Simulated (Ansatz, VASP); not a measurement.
TiO2: VASP beside Ansatz

Contents of POSCAR:

```
TiO2
1.0
    4.6887905639      0.0000000000      0.0000000000
    0.0000000000      4.6887905639      0.0000000000
    0.0000000000      0.0000000000      2.9194584458
Ti O
2 4
Direct
    0.0000000000      0.0000000000      0.0000000000
    0.5000000000      0.5000000000      0.5000000000
    0.3058980754      0.3058980754      0.0000000000
    0.1941019246      0.8058980754      0.5000000000
    0.8058980754      0.1941019246      0.5000000000
    0.6941019246      0.6941019246      0.0000000000
```

INCAR.step1

```
PREC = Accurate ; ENCUT = 520
ISMEAR = 0 ; SIGMA = 0.01
LREAL = False ; LASPH = True
NELM = 60 ; NBANDS = 33
GGA = PE ; ALGO = Normal
EDIFF = 1E-4 ; LWAVE = True
LCHARG = False
```

File INCAR.step2:

```
PREC = Accurate ; ENCUT = 520
EDIFF = 1E-6 ; ISMEAR = 0
SIGMA = 0.01 ; LREAL = False
LASPH = True ; NELM = 60
ALGO = Normal ; ISIF = 2
LWAVE = False ; LCHARG = False
METAGGA = R2SCAN ; LMIXTAU = True
NBANDS = 33 ; ISTART = 1
```

File KPOINTS:

```
regular mesh
0
Gamma
  6 6 8
```

Input for Ansatz:

```yaml
crystal:
  lattice:
    - [4.6887905639, 0.0, 0.0]
    - [0.0, 4.6887905639, 0.0]
    - [0.0, 0.0, 2.9194584458]
  atoms:
    - { symbol: Ti, position: [0.0, 0.0, 0.0] }
    - { symbol: Ti, position: [0.5, 0.5, 0.5] }
    - { symbol: O, position: [0.3058980754, 0.3058980754, 0.0] }
    - { symbol: O, position: [0.1941019246, 0.8058980754, 0.5] }
    - { symbol: O, position: [0.8058980754, 0.1941019246, 0.5] }
    - { symbol: O, position: [0.6941019246, 0.6941019246, 0.0] }
kpoints:
  mp_grid: { grid: [6, 6, 8] }
  band_path:
    path:
      - [0.0, 0.0, 0.0]
      - [0.0, 0.5, 0.0]
      - [0.5, 0.5, 0.0]
      - [0.0, 0.0, 0.5]
      - [0.0, 0.5, 0.5]
      - [0.5, 0.5, 0.5]
    npoints: 1
hamiltonian:
  xc: r2scan
scf:
  occupations: { method: fixed }
  n_extra_bands: 5
output:
  forces: true
  stress: true
  eigenvalues: true
```

Change from the starting cell: epitaxial_xy strain +2.0%.

Alike in both runs: task single point; functional r2SCAN; k mesh 6 × 6 × 8; no spin polarisation.

```csv
,VASP,Ansatz
version,VASP 6.6.1,Ansatz 0.2.0
potentials or method,"VASP PAW PBE potentials, release 64 (Ti_sv, O)","plane waves, PAW"
plane-wave cutoff (eV),520,500
occupations,"gaussian, width 0.01 eV",fixed
valence electrons in the cell,48,48
```

Ansatz gave:

```
gap on the k mesh at the Fermi level (eV)                     : 2.26
pressure (GPa)                                                : -4.7
traceless stress, the component that is largest in VASP (GPa) : 4.69
rms of the force components (eV/Å)                            : 0.001
```

Problem. Estimate VASP's values.

Solution. gap on the k mesh at the Fermi level (eV): 2.27; pressure (GPa): -3.5; traceless stress, the component that is largest in VASP (GPa): 5.22; rms of the force components (eV/Å): 0.025.

VASP's potentials were made for PBE, not for r2SCAN. Atom by atom the forces differ by 0.024 eV/Å (rms over components).
